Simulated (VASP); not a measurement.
A run of VASP 6.6.1 is set up as follows.

File POSCAR:

```
PbS
1.0
    0.0000000000      2.9657500000      2.9657500000
    2.9657500000      0.0000000000      2.9657500000
    2.9657500000      2.9657500000      0.0000000000
Pb S
1 1
Direct
    0.0000000000      0.0000000000      0.0000000000
    0.5000000000      0.5000000000      0.5000000000
```

File INCAR.step1:

```
PREC = Accurate
ENCUT = 520
ISMEAR = -1
SIGMA = 0.05
LREAL = False
LASPH = True
NELM = 100
NBANDS = 17
GGA = PE
ALGO = Normal
EDIFF = 1E-4
LWAVE = True
LCHARG = False
```

INCAR.step2

```
PREC = Accurate
ENCUT = 520
EDIFF = 1E-6
ISMEAR = -1
SIGMA = 0.05
LREAL = False
LASPH = True
NELM = 100
ALGO = Normal
ISIF = 2
LWAVE = False
LCHARG = False
METAGGA = R2SCAN
LMIXTAU = True
NBANDS = 17
ISTART = 1
```

File KPOINTS:

```
regular mesh
0
Gamma
  5 5 5
```

Potentials or basis: VASP PAW PBE potentials, release 64 (Pb_d, S).

Command:

```console
$ cat potpaw_PBE.64/Pb_d/POTCAR potpaw_PBE.64/S/POTCAR > POTCAR
$ cp INCAR.step1 INCAR
$ mpirun -np 1 vasp_std > vasp.out
$ cp INCAR.step2 INCAR
$ mpirun -np 1 vasp_std > vasp.out
```

Q: Predict the pressure.

A: 1.2 GPa.

Caveat: the PAW data sets were made with another functional, which shifts forces and pressure a little.
